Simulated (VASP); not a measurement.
# Ni (Im-3m) in VASP: settings compared

The runs below take Ni through single point, with PBEsol, PBE.

Program: VASP 6.6.1. These are calculated values, not measurements. Logs are shortened: lines on timing, memory, paths and dates and some standing lists are left out, and cuts for length are marked.

### 1 The cell of the first run

It takes space group Im-3m (No. 229, cubic). The conventional cell has a = 2.767 Å, b = 2.767 Å, c = 2.767 Å, α = 90.00°, β = 90.00°, γ = 90.00°. Within 3.2 Å of Ni (site symmetry m-3m) lie 14 Ni at 2.40 to 2.77 Å.

This isn't the form of Ni at room conditions, which is fcc.

### 2 Single point, PBEsol, collinear spin, ferromagnetic start

The input, INCAR:

```
PREC = Accurate
ENCUT = 690
EDIFF = 1E-6
ISMEAR = -1
SIGMA = 0.05
LREAL = F
LASPH = T
NELM = 200
ALGO = Normal
ISIF = 2
LWAVE = F
LCHARG = T
ISPIN = 2
MAGMOM = 1
LORBIT = 11
NUPDOWN = 1.0
LMAXMIX = 4
GGA = PS
LELF = T
LVHAR = T
NBANDS = 19
GGA_COMPAT = F
```

The input, KPOINTS:

```
regular mesh
0
Gamma
  11 11 11
```

The input, POSCAR:

```
Ni
1.0
   -1.3837154700      1.3837154700      1.3837154700
    1.3837154700     -1.3837154700      1.3837154700
    1.3837154700      1.3837154700     -1.3837154700
Ni
1
Direct
    0.0000000000      0.0000000000      0.0000000000
```

Potentials or basis: VASP PAW PBE potentials, release 64 (Ni_sv_GW).

The run is started by

```sh
$ cat potpaw_PBE.64/Ni_sv_GW/POTCAR > POTCAR
$ mpirun -np 1 vasp_std > vasp.out
```

OUTCAR:

```text
PREC = Accurate
   ENCUT = 690
   EDIFF = 1E-6
   ISMEAR = -1
   LREAL = F
   LASPH = T
   NELM = 200
   ISIF = 2
   ISPIN = 2
   LORBIT = 11
   NUPDOWN = 1.0
   GGA = PS

 ion  position               nearest neighbor table
   1  0.000  0.000  0.000-

  LATTYP: Found a body centered cubic cell.
 ALAT       =     2.7674309400

  Lattice vectors:

 A1 = (  -1.3837154700,   1.3837154700,   1.3837154700)
 A2 = (   1.3837154700,  -1.3837154700,   1.3837154700)
 A3 = (   1.3837154700,   1.3837154700,  -1.3837154700)

Analysis of symmetry for initial positions (statically):
=====================================================================
 Subroutine PRICEL returns:
 Original cell was already a primitive cell.

 Routine SETGRP: Setting up the symmetry group for a
 body centered cubic supercell.

 Subroutine GETGRP returns: Found 48 space group operations
 (whereof 48 operations were pure point group operations)
 out of a pool of 48 trial point group operations.

The static configuration has the point symmetry O_h .

Analysis of symmetry for dynamics (positions and initial velocities):
=====================================================================
 Subroutine PRICEL returns:
 Original cell was already a primitive cell.

 Routine SETGRP: Setting up the symmetry group for a
 body centered cubic supercell.

 Subroutine GETGRP returns: Found 48 space group operations
 (whereof 48 operations were pure point group operations)
 out of a pool of 48 trial point group operations.

The dynamic configuration has the point symmetry O_h .

Analysis of structural, dynamic, and magnetic symmetry:
=====================================================================
 Subroutine PRICEL returns:
 Original cell was already a primitive cell.

 Routine SETGRP: Setting up the symmetry group for a
 body centered cubic supercell.

 Subroutine GETGRP returns: Found 48 space group operations
 (whereof 48 operations were pure point group operations)
 out of a pool of 48 trial point group operations.

The overall configuration has the point symmetry O_h .

 Subroutine INISYM returns: Found 48 space group operations
 (whereof 48 operations are pure point group operations),
 and found     1 'primitive' translations

----------------------------------------------------------------------------------------

                                     Primitive cell

  volume of cell :      10.5974

  direct lattice vectors                    reciprocal lattice vectors
    -1.383715470  1.383715470  1.383715470     0.000000000  0.361345964  0.361345964
     1.383715470 -1.383715470  1.383715470     0.361345964  0.000000000  0.361345964
     1.383715470  1.383715470 -1.383715470     0.361345964  0.361345964  0.000000000

  length of vectors
     2.396665497  2.396665497  2.396665497     0.511020363  0.511020363  0.511020363

  position of ions in fractional coordinates (direct lattice)
     0.000000000  0.000000000  0.000000000

  ion indices of the primitive-cell ions
   primitive index   ion index
                 1           1

----------------------------------------------------------------------------------------

 KPOINTS: regular mesh

Automatic generation of k-mesh.
 Grid dimensions read from file:
 generate k-points for:   11   11   11

 Generating k-lattice:

  Cartesian coordinates                     Fractional coordinates (reciprocal lattice)
     0.000000000  0.032849633  0.032849633     0.090909091  0.000000000  0.000000000
     0.032849633  0.000000000  0.032849633     0.000000000  0.090909091  0.000000000
     0.032849633  0.032849633  0.000000000     0.000000000  0.000000000  0.090909091

  Length of vectors
     0.046456397  0.046456397  0.046456397

  Shift w.r.t. Gamma in fractional coordinates (k-lattice)
     0.000000000  0.000000000  0.000000000

 Subroutine IBZKPT returns following result:
 ===========================================

 Found     56 irreducible k-points:

 Following reciprocal coordinates:
            Coordinates               Weight
  0.000000  0.000000  0.000000      1.000000
  0.090909  0.000000  0.000000     12.000000
  0.181818  0.000000  0.000000     12.000000
  0.272727  0.000000  0.000000     12.000000
  0.363636  0.000000  0.000000     12.000000
  0.454545  0.000000  0.000000     12.000000
[... 16 lines left out ...]
  0.272727  0.181818  0.090909     48.000000
  0.363636  0.181818  0.090909     24.000000
 [... further k-points ...]
   k-points           NKPTS =     56   k-points in BZ     NKDIM =     56   number of bands    NBANDS=     19
   number of dos      NEDOS =    301   number of ions     NIONS =      1
   total plane-waves  NPLWV =  13824
   dimension x,y,z NGX =    24 NGY =   24 NGZ =   24
   dimension x,y,z NGXF=    48 NGYF=   48 NGZF=   48
   ions per type =               1
   NGX,Y,Z   is equivalent  to a cutoff of  16.65, 16.65, 16.65 a.u.
   NGXF,Y,Z  is equivalent  to a cutoff of  33.30, 33.30, 33.30 a.u.
 SYSTEM =  unknown system
   PREC   = accura    normal or accurate (medium, high low for compatibility)
   ISTART =      0    job   : 0-new  1-cont  2-samecut
   ICHARG =      2    charge: 1-file 2-atom 10-const
   ISPIN  =      2    spin polarized calculation?
   LNONCOLLINEAR =      F non collinear calculations
   LSORBIT =      F    spin-orbit coupling
   LASPH  =      T    aspherical Exc in radial PAW
   ENCUT  =  690.0 eV  50.71 Ry    7.12 a.u.   5.13  5.13  5.13*2*pi/ulx,y,z
   NELM   =    200;   NELMIN=  2; NELMDL= -5     # of ELM steps
   EDIFF  = 0.1E-05   stopping-criterion for ELM
   LREAL  =      F    real-space projection
   EDIFFG = 0.1E-04   stopping-criterion for IOM
   NSW    =      0    number of steps for IOM
   IBRION =     -1    ionic relax: 0-MD 1-quasi-New 2-CG
   NFREE  =      0    steps in history (QN), initial steepest desc. (CG)
   ISIF   =      2    stress and relaxation
   ISYM   =      2    0-nonsym 1-usesym 2-fastsym
   POTIM  = 0.5000    time-step for ionic-motion
   TEBEG  =    0.0;   TEEND  =   0.0 temperature during run
   PSTRESS=    0.0 pullay stress
   NELECT =      18.0000    total number of electrons
   NUPDOWN=       1.0000    fix difference up-down
   EMIN   =  10.00;   EMAX   =-10.00  energy-range for DOS
   EFERMI =   0.00;   METHOD = LEGACY
   ISMEAR =    -1;   SIGMA  =   0.05  broadening in eV -4-tet -1-fermi 0-gaus
   EFERMI_NEDOS =   21; number of points for ismear=-14 and -15
   IALGO  =     38    algorithm
   IMIX   =      4    mixing-type and parameters
     AMIX     =   0.40;   BMIX     =  1.00
     AMIX_MAG =   1.60;   BMIX_MAG =  1.00
  volume/ion in A,a.u.               =      10.60        71.51
  Fermi-wavevector in a.u.,A,eV,Ry     =   1.953285  3.691173 51.910593  3.815321
  Thomas-Fermi vector in A             =   2.980140
   LORBIT       =     11    0 simple, 1 ext, 2 COOP (PROOUT), +10 PAW based schemes
   GGA     = PS    functional components
   LHFCALC =     F    Hartree Fock is set to
   AEXX    =    0.0000 exact exchange contribution
   IVDW    =     0    specifies the selected vdW correction
   LEPSILON=     F    determine dielectric tensor
   LRPA    =     F    only Hartree local field effects (RPA)
 spin polarized calculation
  energy-cutoff  :      690.00
  volume of cell :       10.60
 maximum number of plane-waves:       447
 NGX is ok and might be reduce to    24
   NGX = 11   NGY = 11   NGZ = 11

 number of electron      18.0000007 magnetization       1.0000001

 Free energy of the ion-electron system (eV)
  ---------------------------------------------------
  ext. energy  EPLUGINS =         0.00000000
  ---------------------------------------------------
  free energy    TOTEN  =        -6.85086290 eV

  energy without entropy =       -6.83043936  energy(sigma->0) =       -6.84065113

 E-fermi :   7.8183     XC(G=0): -14.2608

 val. band max:        8.7025019039   @ k =  -0.4545   0.4545   0.0909
 cond. band min:       7.8220709600   @ k =  -0.2727   0.3636   0.0909
 fundamental gap:     -0.8804309439
 Fermi energy:         8.9598702338

 spin component 1

 k-point     1 :       0.0000    0.0000    0.0000
  band No.  band energies     occupation
      1     -95.6759      1.00000
      2     -56.0500      1.00000
      3     -56.0500      1.00000
      4     -56.0500      1.00000
      5      -1.4282      1.00000
      6       5.1849      1.00000
[... 11 lines left out ...]
     18      40.6843      0.00000
     19      40.6866      0.00000

 k-point     2 :       0.0909    0.0000    0.0000
  band No.  band energies     occupation
      1     -95.6726      1.00000
      2     -56.0698      1.00000
      3     -56.0569      1.00000
      4     -56.0499      1.00000
      5      -1.0807      1.00000
      6       5.1057      1.00000
[... 476 lines left out ...]
 k-point    24 :       0.3636    0.1818    0.0909
  band No.  band energies     occupation
      1     -95.6329      1.00000
      2     -56.2519      1.00000
      3     -56.1620      1.00000
      4     -56.0873      1.00000
      5       3.6476      1.00000
      6       4.1917      1.00000
[... 11 lines left out ...]
     18      50.4315      0.00000
     19      55.3973      0.00000

 [... further k-points ...]

 spin component 2

 k-point     1 :       0.0000    0.0000    0.0000
  band No.  band energies     occupation
      1     -94.4878      1.00000
      2     -54.8873      1.00000
      3     -54.8873      1.00000
      4     -54.8873      1.00000
      5      -1.2781      1.00000
      6       6.2038      1.00000
[... 11 lines left out ...]
     18      41.0404      0.00000
     19      41.0850      0.00000

 k-point     2 :       0.0909    0.0000    0.0000
  band No.  band energies     occupation
      1     -94.4844      1.00000
      2     -54.9079      1.00000
      3     -54.8944      1.00000
      4     -54.8872      1.00000
      5      -0.9298      1.00000
      6       6.1172      1.00000
[... 476 lines left out ...]
 k-point    24 :       0.3636    0.1818    0.0909
  band No.  band energies     occupation
      1     -94.4432      1.00000
      2     -55.0979      1.00000
      3     -55.0040      1.00000
      4     -54.9263      1.00000
      5       4.3830      1.00000
      6       5.0687      1.00000
[... 11 lines left out ...]
     18      50.5424      0.00000
     19      55.7418      0.00000

 [... further k-points ...]

------------------------ aborting loop because EDIFF is reached ----------------------------------------

  FORCE on cell =-STRESS in cart. coord.  units (eV):
  Direction    XX          YY          ZZ          XY          YZ          ZX
  --------------------------------------------------------------------------------------
  -------------------------------------------------------------------------------------
  Total        0.0644027      0.0644027      0.0644027     -0.0000000     -0.0000000      0.0000000
  in kB        9.7367518      9.7367518      9.7367518     -0.0000000     -0.0000000      0.0000000
  external PRESSURE =       9.7367518 kB  Pullay stress =       0.0000000 kB

 VOLUME and BASIS-vectors are now :
 -----------------------------------------------------------------------------
  energy-cutoff  :      690.00
  volume of cell :       10.60
      direct lattice vectors                 reciprocal lattice vectors
    -1.383715470  1.383715470  1.383715470     0.000000000  0.361345964  0.361345964
     1.383715470 -1.383715470  1.383715470     0.361345964  0.000000000  0.361345964
     1.383715470  1.383715470 -1.383715470     0.361345964  0.361345964  0.000000000

 POSITION                                       TOTAL-FORCE (eV/Angst)
 -----------------------------------------------------------------------------------
      0.00000      0.00000      0.00000        -0.000000      0.000000     -0.000000
 -----------------------------------------------------------------------------------
    total drift:                                0.000000      0.000000     -0.000000

  FREE ENERGIE OF THE ION-ELECTRON SYSTEM (eV)
  ---------------------------------------------------
  free  energy   TOTEN  =        -6.8508629035 eV

  energy  without entropy=       -6.8304393611  energy(sigma->0) =       -6.84065113

 total charge

# of ion       s       p       d       f       tot
--------------------------------------------------
    1        2.251   6.326   7.777   0.006  16.360

 magnetization (x)

# of ion       s       p       d       f       tot
--------------------------------------------------
    1        0.010   0.013   0.973   0.000   0.997
```

Run time: 19 s. Hardware: 1 thread of Intel Xeon 6975P-C (Granite Rapids), shared host; peak memory 0.18 GiB.

Results:

| Item | Value |
| --- | --- |
| Free energy | -6.8509 eV |
| Pressure | 1.0 GPa |
| Net moment | 1.00 μB per cell |
| Site moments | Ni +1.00 μB |
| Valence electrons inside the program's atomic spheres | Ni 16.36 |

Caveat: the PAW data sets were made with another functional, which shifts forces and pressure a little; the total moment is fixed, so each spin has its own Fermi level and the state may be an excited one.

### 3 Single point, PBE, collinear spin, ferromagnetic start

The input, INCAR:

```
SYSTEM = Ni
PREC = Accurate
ENCUT = 690
EDIFF = 1E-6
ISMEAR = -1
SIGMA = 0.05
LREAL = .FALSE.
LASPH = .TRUE.
NELM = 200
ALGO = Normal
ISIF = 2
LWAVE = .FALSE.
LCHARG = .TRUE.
ISPIN = 2
MAGMOM = 0.8
LORBIT = 11
NUPDOWN = 0.8
LMAXMIX = 4
GGA = PE
LELF = .TRUE.
LVHAR = .TRUE.
NBANDS = 19
GGA_COMPAT = .FALSE.
```

The input, KPOINTS:

```
regular mesh
0
G
  11 11 11
  0 0 0
```

POSCAR is that of step 2.

Potentials or basis: VASP PAW PBE potentials, release 64 (Ni_sv_GW).

The run is started by

```sh
$ cat potpaw_PBE.64/Ni_sv_GW/POTCAR > POTCAR
$ mpirun -np 1 vasp_std > vasp.out
```

It took 19 s on 1 thread of Intel Xeon 6975P-C (Granite Rapids), shared host; peak memory 0.18 GiB.

Results (log left out):

```yaml
Free_energy: -6.2766 eV
Pressure: 8.8 GPa
Net_moment: 0.80 μB per cell
Site_moments: Ni +0.82 μB
Valence_electrons_inside_the_program's_atomic_spheres: Ni 16.37
```

Caveat: the cell stands under pressure; the total moment is fixed, so each spin has its own Fermi level and the state may be an excited one.

### 4 Single point, PBE, collinear spin, ferromagnetic start

The input, INCAR:

```
SYSTEM = Ni
ALGO     = Normal         ! electronic algorithm
EDIFF    = 1E-6           ! SCF threshold, eV
ENCUT    = 690            ! plane-wave cutoff, eV
GGA      = PE             ! functional
GGA_COMPAT= .FALSE.      
ISIF     = 2              ! what is computed and relaxed
ISMEAR   = -1             ! smearing method
ISPIN    = 2              ! spin polarisation
LASPH    = .TRUE.         ! aspherical terms in the spheres
LCHARG   = .FALSE.        ! write CHGCAR
LMAXMIX  = 4              ! l up to which the mixer works
LORBIT   = 11             ! projections on sites
LREAL    = .FALSE.        ! projectors in reciprocal space
LWAVE    = .FALSE.        ! write WAVECAR
MAGMOM   = 1.2            ! initial moments
NBANDS   = 19             ! bands
NELM     = 200            ! most SCF steps
NUPDOWN  = 1.2            ! fixed moment
PREC     = Accurate       ! precision mode
SIGMA    = 0.05           ! smearing width, eV
```

The input, KPOINTS:

```
k-points
0
G
  11 11 11
  0 0 0
```

POSCAR is that of step 3.

The run is started by

```sh
$ cat potpaw_PBE.64/Ni_sv_GW/POTCAR > POTCAR
$ mpirun -np 1 vasp_std > vasp.out
```

Wall time 33 s (1 thread of Intel Xeon Platinum 8259CL at 2.50GHz (Skylake/Cascade Lake), shared host); peak memory 0.18 GiB.

The run converged. Its results:

```yaml
Free_energy: -6.0358 eV
Pressure: 14.5 GPa
Net_moment: 1.20 μB per cell
Site_moments: Ni +1.17 μB
Valence_electrons_inside_the_program's_atomic_spheres: Ni 16.35
```

Caveat: the cell stands under pressure; the total moment is fixed, so each spin has its own Fermi level and the state may be an excited one.

### 5 Single point, PBE, collinear spin, ferromagnetic start

The input, INCAR:

```
ALGO     = Normal         # electronic algorithm
EDIFF    = 1E-6           # SCF threshold, eV
ENCUT    = 690            # plane-wave cutoff, eV
GGA      = PE             # functional
GGA_COMPAT= False        
ISIF     = 2              # what is computed and relaxed
ISMEAR   = -1             # smearing method
ISPIN    = 2              # spin polarisation
LASPH    = True           # aspherical terms in the spheres
LCHARG   = False          # write CHGCAR
LMAXMIX  = 4              # l up to which the mixer works
LORBIT   = 11             # projections on sites
LREAL    = False          # projectors in reciprocal space
LWAVE    = False          # write WAVECAR
MAGMOM   = 1.5            # initial moments
NBANDS   = 19             # bands
NELM     = 200            # most SCF steps
NUPDOWN  = 1.5            # fixed moment
PREC     = Accurate       # precision mode
SIGMA    = 0.05           # smearing width, eV
```

The input, KPOINTS:

```
k-points
0
Gamma
  11 11 11
```

POSCAR is that of step 4.

The run is started by

```sh
$ cat potpaw_PBE.64/Ni_sv_GW/POTCAR > POTCAR
$ mpirun -np 1 vasp_std > vasp.out
```

Wall time 25 s (1 thread of Intel Xeon Platinum 8488C (Sapphire Rapids), shared host); peak memory 0.18 GiB.

The run converged. Its results:

| Quantity | Value |
| --- | --- |
| Free energy | -5.6799 eV |
| Pressure | 20.7 GPa |
| Net moment | 1.50 μB per cell |
| Site moments | Ni +1.41 μB |
| Valence electrons inside the program's atomic spheres | Ni 16.34 |

Caveat: the cell stands under pressure; the total moment is fixed, so each spin has its own Fermi level and the state may be an excited one.

### 6 The runs side by side

```tsv
level	fixed moment (μB)	pressure (GPa)	moment (μB)
PBEsol	1.0	1.0	1.00
PBE	0.8	8.8	0.80
PBE	1.2	14.5	1.20
PBE	1.5	20.7	1.50
```

Alike in all rows: task single point; potentials or basis VASP PAW PBE potentials, release 64 (Ni_sv_GW); spin collinear, ferromagnetic start; cell as given; k mesh 11 × 11 × 11; cutoff (eV) 690; smearing fermi-dirac 0.05 eV.

The pressure there spans 1.0 GPa (PBEsol) to 20.7 GPa (PBE); a positive pressure means that this level wants a larger cell, a negative one a smaller.

Caveats: the total moment is fixed, so each spin has its own Fermi level and the state may be an excited one; the cell stands under pressure (at least some runs); the PAW data sets were made with another functional, which shifts forces and pressure a little (at least some runs).

Total energies depend on the potentials used, so only differences within one code and one set of settings carry meaning.
